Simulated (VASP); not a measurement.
# BN (I-4m2) in VASP: settings compared

The runs below take BN through single point, with PBE, r2SCAN.

Everything below comes from runs of VASP 6.6.1. Logs are shortened: lines on timing, memory, paths and dates and some standing lists are left out, and cuts for length are marked.

### 1 The cell of the first run

Symmetry: I-4m2, No. 119, tetragonal system. The conventional cell has a = 2.667 Å, b = 2.667 Å, c = 3.539 Å, α = 90.00°, β = 90.00°, γ = 90.00°. Within 2.1 Å of B (site symmetry -4m2) lie 4 N at 1.60 Å. Within 2.1 Å of N (site symmetry -4m2) lie 4 B at 1.60 Å.

### 2 Single point, PBE (epitaxial xy strain +4.5%)

INCAR

```
SYSTEM = BN
PREC = Accurate ; ENCUT = 520
EDIFF = 1E-6 ; ISMEAR = -1
SIGMA = 0.02 ; LREAL = .FALSE.
LASPH = .TRUE. ; NELM = 80
ALGO = Normal ; ISIF = 2
LWAVE = .FALSE. ; LCHARG = .FALSE.
GGA = PE ; NBANDS = 11
```

KPOINTS

```
regular mesh
0
G
  12 12 12
  0 0 0
```

POSCAR

```
BN
1.0
    0.0000000000      1.8856816338      1.7693476878
    1.8856816338      0.0000000000      1.7693476878
    1.8856816338      1.8856816338      0.0000000000
B N
1 1
Direct
    0.0000000000      0.0000000000      0.0000000000
    0.2500000000      0.2500000000      0.2500000000
```

Potentials or basis: VASP PAW PBE potentials, release 64 (B, N).

On the command line:

```console
$ cat potpaw_PBE.64/B/POTCAR potpaw_PBE.64/N/POTCAR > POTCAR
$ mpirun -np 1 vasp_std > vasp.out
```

OUTCAR:

```text
SYSTEM = BN
   PREC = Accurate
   ENCUT = 520
   EDIFF = 1E-6
   ISMEAR = -1
   LREAL = .FALSE.
   LASPH = .TRUE.
   NELM = 80
   ISIF = 2
   GGA = PE

 ion  position               nearest neighbor table
   1  0.000  0.000  0.000-   2 1.60   2 1.60   2 1.60   2 1.60
   2  0.250  0.250  0.250-   1 1.60   1 1.60   1 1.60   1 1.60

  LATTYP: Found a body centered tetragonal cell.
 ALAT       =     2.6667565408
 C/A-ratio  =     1.3269660434

  Lattice vectors:

 A1 = (   0.0000000000,  -1.8856816338,  -1.7693476878)
 A2 = (   0.0000000000,   1.8856816338,  -1.7693476878)
 A3 = (   1.8856816338,   0.0000000000,   1.7693476878)

Analysis of symmetry for initial positions (statically):
=====================================================================
 Subroutine PRICEL returns:
 Original cell was already a primitive cell.

 Routine SETGRP: Setting up the symmetry group for a
 body centered tetragonal supercell.

 Subroutine GETGRP returns: Found  8 space group operations
 (whereof  8 operations were pure point group operations)
 out of a pool of 16 trial point group operations.

The static configuration has the point symmetry D_2d.

Analysis of symmetry for dynamics (positions and initial velocities):
=====================================================================
 Subroutine PRICEL returns:
 Original cell was already a primitive cell.

 Routine SETGRP: Setting up the symmetry group for a
 body centered tetragonal supercell.

 Subroutine GETGRP returns: Found  8 space group operations
 (whereof  8 operations were pure point group operations)
 out of a pool of 16 trial point group operations.

The dynamic configuration has the point symmetry D_2d.

 Subroutine INISYM returns: Found  8 space group operations
 (whereof  8 operations are pure point group operations),
 and found     1 'primitive' translations

----------------------------------------------------------------------------------------

                                     Primitive cell

  volume of cell :      12.5829

  direct lattice vectors                    reciprocal lattice vectors
     0.000000000  1.885681634  1.769347688    -0.265156106  0.265156106  0.282590021
     1.885681634  0.000000000  1.769347688     0.265156106 -0.265156106  0.282590021
     1.885681634  1.885681634  0.000000000     0.265156106  0.265156106 -0.282590021

  length of vectors
     2.585804800  2.585804800  2.666756541     0.469545143  0.469545143  0.469545143

  position of ions in fractional coordinates (direct lattice)
     0.000000000  0.000000000  0.000000000
     0.250000000  0.250000000  0.250000000

  ion indices of the primitive-cell ions
   primitive index   ion index
                 1           1
                 2           2

----------------------------------------------------------------------------------------

 KPOINTS: regular mesh

Automatic generation of k-mesh.
 Grid dimensions read from file:
 generate k-points for:   12   12   12

 Generating k-lattice:

  Cartesian coordinates                     Fractional coordinates (reciprocal lattice)
    -0.022096342  0.022096342  0.023549168     0.083333333  0.000000000  0.000000000
     0.022096342 -0.022096342  0.023549168     0.000000000  0.083333333  0.000000000
     0.022096342  0.022096342 -0.023549168    -0.000000000 -0.000000000  0.083333333

  Length of vectors
     0.039128762  0.039128762  0.039128762

  Shift w.r.t. Gamma in fractional coordinates (k-lattice)
     0.000000000  0.000000000  0.000000000

 Subroutine IBZKPT returns following result:
 ===========================================

 Found    163 irreducible k-points:

 Following reciprocal coordinates:
            Coordinates               Weight
  0.000000  0.000000  0.000000      1.000000
  0.083333  0.000000  0.000000      8.000000
  0.166667  0.000000  0.000000      8.000000
  0.250000 -0.000000  0.000000      8.000000
  0.333333  0.000000  0.000000      8.000000
  0.416667  0.000000  0.000000      8.000000
[... 16 lines left out ...]
  0.500000  0.166667  0.000000      8.000000
 -0.416667  0.166667  0.000000      8.000000
 [... further k-points ...]
   k-points           NKPTS =    163   k-points in BZ     NKDIM =    163   number of bands    NBANDS=     11
   number of dos      NEDOS =    301   number of ions     NIONS =      2
   total plane-waves  NPLWV =   8000
   dimension x,y,z NGX =    20 NGY =   20 NGZ =   20
   dimension x,y,z NGXF=    40 NGYF=   40 NGZF=   40
   ions per type =               1   1
   NGX,Y,Z   is equivalent  to a cutoff of  12.86, 12.86, 12.47 a.u.
   NGXF,Y,Z  is equivalent  to a cutoff of  25.72, 25.72, 24.94 a.u.
 SYSTEM =  BN
   PREC   = accura    normal or accurate (medium, high low for compatibility)
   ISTART =      0    job   : 0-new  1-cont  2-samecut
   ICHARG =      2    charge: 1-file 2-atom 10-const
   ISPIN  =      1    spin polarized calculation?
   LNONCOLLINEAR =      F non collinear calculations
   LSORBIT =      F    spin-orbit coupling
   LASPH  =      T    aspherical Exc in radial PAW
   ENCUT  =  520.0 eV  38.22 Ry    6.18 a.u.   4.81  4.81  4.96*2*pi/ulx,y,z
   NELM   =     80;   NELMIN=  2; NELMDL= -5     # of ELM steps
   EDIFF  = 0.1E-05   stopping-criterion for ELM
   LREAL  =      F    real-space projection
   EDIFFG = 0.1E-04   stopping-criterion for IOM
   NSW    =      0    number of steps for IOM
   IBRION =     -1    ionic relax: 0-MD 1-quasi-New 2-CG
   NFREE  =      0    steps in history (QN), initial steepest desc. (CG)
   ISIF   =      2    stress and relaxation
   ISYM   =      2    0-nonsym 1-usesym 2-fastsym
   POTIM  = 0.5000    time-step for ionic-motion
   TEBEG  =    0.0;   TEEND  =   0.0 temperature during run
   PSTRESS=    0.0 pullay stress
   NELECT =       8.0000    total number of electrons
   NUPDOWN=      -1.0000    fix difference up-down
   EMIN   =  10.00;   EMAX   =-10.00  energy-range for DOS
   EFERMI =   0.00;   METHOD = LEGACY
   ISMEAR =    -1;   SIGMA  =   0.02  broadening in eV -4-tet -1-fermi 0-gaus
   EFERMI_NEDOS =   21; number of points for ismear=-14 and -15
   IALGO  =     38    algorithm
   IMIX   =      4    mixing-type and parameters
     AMIX     =   0.40;   BMIX     =  1.00
     AMIX_MAG =   1.60;   BMIX_MAG =  1.00
  volume/ion in A,a.u.               =       6.29        42.46
  Fermi-wavevector in a.u.,A,eV,Ry     =   1.407705  2.660176 26.961742  1.981632
  Thomas-Fermi vector in A             =   2.529937
   LORBIT       =      0    0 simple, 1 ext, 2 COOP (PROOUT), +10 PAW based schemes
   GGA     = PE    functional components
   LHFCALC =     F    Hartree Fock is set to
   AEXX    =    0.0000 exact exchange contribution
   IVDW    =     0    specifies the selected vdW correction
   LEPSILON=     F    determine dielectric tensor
   LRPA    =     F    only Hartree local field effects (RPA)
 non-spin polarized calculation
  energy-cutoff  :      520.00
  volume of cell :       12.58
 maximum number of plane-waves:       350
   NGX =  9   NGY =  9   NGZ =  9

 number of electron       8.0000002 magnetization

 Free energy of the ion-electron system (eV)
  ---------------------------------------------------
  ext. energy  EPLUGINS =         0.00000000
  ---------------------------------------------------
  free energy    TOTEN  =       -17.35386878 eV

  energy without entropy =      -17.35386878  energy(sigma->0) =      -17.35386878

 E-fermi :   7.5200     XC(G=0): -12.5170

 val. band max:        7.0122077435   @ k =   0.0000   0.0000   0.0000
 cond. band min:      10.3987259339   @ k =   0.5000   0.5000   0.0000
 fundamental gap:      3.3865181904
 Fermi energy:         7.5200453082

 k-point     1 :       0.0000    0.0000    0.0000
  band No.  band energies     occupation
      1     -12.8769      2.00000
      2       6.4688      2.00000
      3       6.4688      2.00000
      4       7.0122      2.00000
      5      14.9075      0.00000
      6      15.3494      0.00000
      7      15.3494      0.00000
      8      15.9609      0.00000
      9      30.2557      0.00000
     10      32.1282      0.00000
     11      33.2517      0.00000

 k-point     2 :       0.0833    0.0000    0.0000
  band No.  band energies     occupation
      1     -12.7160      2.00000
      2       5.7235      2.00000
      3       6.2787      2.00000
      4       6.7411      2.00000
      5      15.0027      0.00000
      6      15.5731      0.00000
      7      15.5894      0.00000
      8      16.6240      0.00000
      9      30.1397      0.00000
     10      30.4653      0.00000
     11      31.7699      0.00000

 k-point     3 :       0.1667    0.0000    0.0000
  band No.  band energies     occupation
      1     -12.2404      2.00000
      2       3.7645      2.00000
      3       5.8136      2.00000
      4       6.3430      2.00000
      5      15.1669      0.00000
      6      16.1207      0.00000
      7      16.1670      0.00000
      8      18.0385      0.00000
      9      29.2777      0.00000
     10      29.5159      0.00000
     11      30.8115      0.00000

 k-point     4 :       0.2500   -0.0000    0.0000
  band No.  band energies     occupation
      1     -11.4744      2.00000
      2       1.4264      2.00000
      3       5.2721      2.00000
      4       5.9227      2.00000
      5      15.3024      0.00000
      6      16.5689      0.00000
      7      16.8846      0.00000
      8      19.4343      0.00000
      9      28.9251      0.00000
     10      29.2152      0.00000
     11      30.5059      0.00000
[... 239 lines left out ...]
 k-point    22 :       0.4167    0.1667    0.0000
  band No.  band energies     occupation
      1      -9.4963      2.00000
      2      -1.2730      2.00000
      3       3.4529      2.00000
      4       4.1158      2.00000
      5      14.2422      0.00000
      6      18.6481      0.00000
      7      18.8040      0.00000
      8      19.4117      0.00000
      9      26.7076      0.00000
     10      32.1574      0.00000
     11      34.0032      0.00000

 k-point    23 :       0.5000    0.1667    0.0000
  band No.  band energies     occupation
      1      -8.6596      2.00000
      2      -2.6420      2.00000
      3       3.4844      2.00000
      4       3.6241      2.00000
      5      14.5147      0.00000
      6      18.5720      0.00000
      7      18.7121      0.00000
      8      20.5635      0.00000
      9      26.7554      0.00000
     10      32.0779      0.00000
     11      33.3013      0.00000

 k-point    24 :      -0.4167    0.1667    0.0000
  band No.  band energies     occupation
      1      -8.6147      2.00000
      2      -2.7250      2.00000
      3       3.2467      2.00000
      4       3.7626      2.00000
      5      14.8577      0.00000
      6      18.2550      0.00000
      7      18.5614      0.00000
      8      21.5187      0.00000
      9      26.5747      0.00000
     10      31.1696      0.00000
     11      32.0419      0.00000

 [... further k-points ...]

------------------------ aborting loop because EDIFF is reached ----------------------------------------

  FORCE on cell =-STRESS in cart. coord.  units (eV):
  Direction    XX          YY          ZZ          XY          YZ          ZX
  --------------------------------------------------------------------------------------
  -------------------------------------------------------------------------------------
  Total       -2.3371637     -2.3371637      0.3124033      0.0000000      0.0000000      0.0000000
  in kB     -297.5910017   -297.5910017     39.7783038      0.0000000      0.0000000      0.0000000
  external PRESSURE =    -185.1345665 kB  Pullay stress =       0.0000000 kB

 VOLUME and BASIS-vectors are now :
 -----------------------------------------------------------------------------
  energy-cutoff  :      520.00
  volume of cell :       12.58
      direct lattice vectors                 reciprocal lattice vectors
     0.000000000  1.885681634  1.769347688    -0.265156106  0.265156106  0.282590021
     1.885681634  0.000000000  1.769347688     0.265156106 -0.265156106  0.282590021
     1.885681634  1.885681634  0.000000000     0.265156106  0.265156106 -0.282590021

 POSITION                                       TOTAL-FORCE (eV/Angst)
 -----------------------------------------------------------------------------------
      0.00000      0.00000      0.00000         0.000000      0.000000     -0.000000
      0.94284      0.94284      0.88467        -0.000000     -0.000000      0.000000
 -----------------------------------------------------------------------------------
    total drift:                                0.000001      0.000001     -0.000002

  FREE ENERGIE OF THE ION-ELECTRON SYSTEM (eV)
  ---------------------------------------------------
  free  energy   TOTEN  =       -17.3538687798 eV

  energy  without entropy=      -17.3538687798  energy(sigma->0) =      -17.35386878
```

Run time: 43 s. Hardware: 1 thread of AMD EPYC 7R13, shared host; peak memory 0.1 GiB.

What came out:

| Quantity | Value |
| --- | --- |
| Free energy | -17.3539 eV |
| Pressure | -18.5 GPa |
| Band gap on the k mesh | 3.39 eV, indirect (least direct gap 7.90 eV) |

Caveat: the cell differs from its parent crystal (epitaxial xy strain +4.5%). A k mesh can miss the band edges.

### 3 Single point, r2SCAN (epitaxial xy strain +4.5%)

POSCAR is that of step 2.

INCAR.step1

```
SYSTEM = BN
PREC = Accurate
ENCUT = 520
ISMEAR = 0
SIGMA = 0.01
LREAL = .False.
LASPH = .True.
NELM = 100
NBANDS = 11
GGA = PE
ALGO = Normal
EDIFF = 1E-4
LWAVE = .True.
LCHARG = .False.
```

INCAR.step2

```
SYSTEM = BN
PREC = Accurate
ENCUT = 520
EDIFF = 1E-6
ISMEAR = 0
SIGMA = 0.01
LREAL = .False.
LASPH = .True.
NELM = 100
ALGO = Normal
ISIF = 2
LWAVE = .False.
LCHARG = .False.
METAGGA = R2SCAN
LMIXTAU = .True.
NBANDS = 11
ISTART = 1
```

KPOINTS

```
Automatic mesh
0
Gamma
  12 12 12
  0 0 0
```

Potentials or basis: VASP PAW PBE potentials, release 64 (B, N).

On the command line:

```console
$ cat potpaw_PBE.64/B/POTCAR potpaw_PBE.64/N/POTCAR > POTCAR
$ cp INCAR.step1 INCAR
$ mpirun -np 1 vasp_std > vasp.out
$ cp INCAR.step2 INCAR
$ mpirun -np 1 vasp_std > vasp.out
```

Run time: 3.1 min. Hardware: 1 thread of AMD EPYC 7R13, shared host; peak memory 0.11 GiB.

Results (log left out):

- Free energy: -19.0547 eV
- Pressure: -22.6 GPa
- Band gap on the k mesh: 3.87 eV, indirect (least direct gap 8.59 eV)

Stress tensor (GPa, compression positive):
```
-34.31   0.00   0.00
  0.00 -34.31   0.00
  0.00   0.00   0.83
```

Levels at points of the mesh, in eV from the valence-band top:
| k point | band 2 | band 3 | band 4 | band 5 | band 6 | band 7 |
| --- | --- | --- | --- | --- | --- | --- |
| (0.00, 0.00, 0.00) | -0.55 | -0.55 | 0.00 | 8.59 | 9.03 | 9.03 |
| (0.50, 0.00, 0.00) | -10.86 | -2.71 | -1.81 | 9.01 | 10.40 | 11.62 |
| (0.50, 0.50, 0.00) | -8.66 | -5.69 | -5.69 | 3.87 | 8.07 | 17.96 |
| (0.50, 0.00, 0.50) | -9.57 | -4.86 | -4.82 | 4.90 | 9.60 | 17.26 |

Caveat: the cell differs from its parent crystal (epitaxial xy strain +4.5%); the PAW data sets were made with another functional, which shifts forces and pressure a little.
